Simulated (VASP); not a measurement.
Here is a VASP 6.6.1 calculation.

File INCAR:

```
PREC = Accurate
ENCUT = 520
EDIFF = 1E-6
ISMEAR = -1
SIGMA = 0.1
LREAL = Auto
LASPH = True
NELM = 80
ALGO = Normal
ISIF = 2
LWAVE = False
LCHARG = False
GGA = CA
NBANDS = 44
```

The input KPOINTS:

```
Automatic mesh
0
Gamma
  2 2 1
```

The input POSCAR:

```
Al
1.0
    5.7275650000      0.0000000000      0.0000000000
    4.2956740000      7.4403250000      0.0000000000
    0.0000000000      0.0000000000     15.6765370000
Al
19
Direct
    0.1666684695      0.1111107378      0.0637895984
    0.6666715249      0.1111107378      0.0637895984
    0.1666708227      0.4444429511      0.0637895984
    0.6666738781      0.4444429511      0.0637895984
    0.1666731759      0.7777751644      0.0637895984
    0.6666762313      0.7777751644      0.0637895984
   -0.1076278303      0.3022448616      0.2219878025
    0.3964135846      0.2613595508      0.2161829491
   -0.1135016734      0.5661715046      0.2341078262
    0.3312669839      0.6511543515      0.2160489909
   -0.0935668760      0.9651594520      0.2071694788
    0.4417175180      0.9206318272      0.2277862770
    0.1345938006      0.0500515770      0.3829799911
    0.7175758584     -0.0789078434      0.3698138179
    0.2465270285      0.3219751825      0.3645447971
    0.6509096727      0.2902158172      0.3887912235
    0.2432630686      0.6723496621      0.3623504349
    0.7151563912      0.5925950815      0.4054913403
    0.3816115602      1.1684301425      0.4972781935
```

Potentials or basis: VASP PAW LDA potentials, release 64 (Al).

Run with:

```console
$ cat potpaw_LDA.64/Al/POTCAR > POTCAR
$ mpirun -np 1 vasp_std > vasp.out
```

Q: Predict the largest force.

A: 4.042 eV/Å.

Forces in eV/Å, atoms in the order of the input:
```
Al   0.190 -0.020  0.096
Al  -0.257  0.177 -0.469
Al  -0.007  0.042  0.098
Al  -0.018  0.166  0.038
Al  -0.129  0.160 -0.486
Al   0.057  0.005  0.113
Al  -1.454 -2.597  0.275
Al   0.643 -0.102 -0.925
Al   1.443  2.726  0.052
Al   0.525 -1.298 -1.481
Al  -0.035  0.188  0.820
Al  -0.004  0.213  0.009
Al   0.396 -1.245 -0.179
Al  -0.094  0.126  0.355
Al  -3.520  1.819 -0.799
Al   2.282  0.316  0.243
Al  -1.004  0.238  1.799
Al   0.904 -0.027 -0.348
Al   0.082 -0.887  0.791
```

Caveat: the k points lie up to 0.63 Å⁻¹ apart.
